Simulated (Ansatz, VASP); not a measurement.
**Au: VASP beside Ansatz**

The input INCAR:

```
SYSTEM = Au
  ALGO = Normal
  EDIFF = 1E-6
  ENCUT = 520
  GGA = PE
  ISIF = 2
  ISMEAR = 0
  LASPH = .TRUE.
  LCHARG = .FALSE.
  LREAL = Auto
  LWAVE = .FALSE.
  NBANDS = 102
  NELM = 80
  PREC = Accurate
  SIGMA = 0.1
```

The input KPOINTS:

```
k-points
0
G
  5 5 5
  0 0 0
```

The input POSCAR:

```
Au
1.0
   -4.1578961662      4.1578961662     -4.1578961662
    4.1578961662      4.1578961662      4.1578961662
    4.1578961662     -4.1578961662     -4.1578961662
Au
16
Direct
    0.2500000000      0.0000000000      0.7500000000
    0.0000000000      0.2500000000      0.7500000000
    0.5000000000      0.0000000000      0.5000000000
    0.7500000000      0.5000000000      0.7500000000
    0.2500000000      0.2500000000      0.5000000000
    0.5000000000      0.7500000000      0.7500000000
    0.0000000000      0.5000000000      0.5000000000
    0.7500000000      0.0000000000      0.2500000000
    0.5000000000      0.2500000000      0.2500000000
    0.7500000000      0.7500000000      0.5000000000
    0.0000000000      0.0000000000      0.0000000000
    0.2500000000      0.5000000000      0.2500000000
    0.0000000000      0.7500000000      0.2500000000
    0.7500000000      0.2500000000      0.0000000000
    0.5000000000      0.5000000000      0.0000000000
    0.2500000000      0.7500000000      0.0000000000
```

Input for Ansatz:

```yaml
crystal:
  lattice:
    - [-4.1578961662, 4.1578961662, -4.1578961662]
    - [4.1578961662, 4.1578961662, 4.1578961662]
    - [4.1578961662, -4.1578961662, -4.1578961662]
  atoms:
    - { symbol: Au, position: [0.25, 0.0, 0.75] }
    - { symbol: Au, position: [0.0, 0.25, 0.75] }
    - { symbol: Au, position: [0.5, 0.0, 0.5] }
    - { symbol: Au, position: [0.75, 0.5, 0.75] }
    - { symbol: Au, position: [0.25, 0.25, 0.5] }
    - { symbol: Au, position: [0.5, 0.75, 0.75] }
    - { symbol: Au, position: [0.0, 0.5, 0.5] }
    - { symbol: Au, position: [0.75, 0.0, 0.25] }
    - { symbol: Au, position: [0.5, 0.25, 0.25] }
    - { symbol: Au, position: [0.75, 0.75, 0.5] }
    - { symbol: Au, position: [0.0, 0.0, 0.0] }
    - { symbol: Au, position: [0.25, 0.5, 0.25] }
    - { symbol: Au, position: [0.0, 0.75, 0.25] }
    - { symbol: Au, position: [0.75, 0.25, 0.0] }
    - { symbol: Au, position: [0.5, 0.5, 0.0] }
    - { symbol: Au, position: [0.25, 0.75, 0.0] }
basis:
  ecutwfc: 420
  xc_grid: 2
kpoints:
  mp_grid: { grid: [5, 5, 5], shift: [0.0, 0.0, 0.0] }
hamiltonian:
  xc: pbe
scf:
  occupations: { method: gaussian, width: 0.1 }
output:
  forces: true
  stress: true
  eigenvalues: true
```

Alike in both runs: task single point; functional PBE; k mesh 5 × 5 × 5; occupations gaussian, width 0.1 eV; no spin polarisation.

|  | VASP | Ansatz |
| --- | --- | --- |
| version | VASP 6.6.1 | Ansatz 0.2.0 |
| potentials or method | VASP PAW PBE potentials, release 64 (Au), cutoff 520 eV | scalar-relativistic, plane waves, PAW |
| valence electrons in the cell | 176 | 304 |

|  | VASP | Ansatz | Ansatz less VASP |
| --- | --- | --- | --- |
| gap on the k mesh at the Fermi level (eV) | none | none | - |
| pressure (GPa) | -0.1 | 0.1 | +0.25 |

A gap of «none» marks a metal or a gap that the smearing closes. VASP's potentials hold 176 valence electrons a cell and Ansatz's 304, so a difference there can come from the potentials and not from the codes.

Spin-orbit coupling is off throughout.
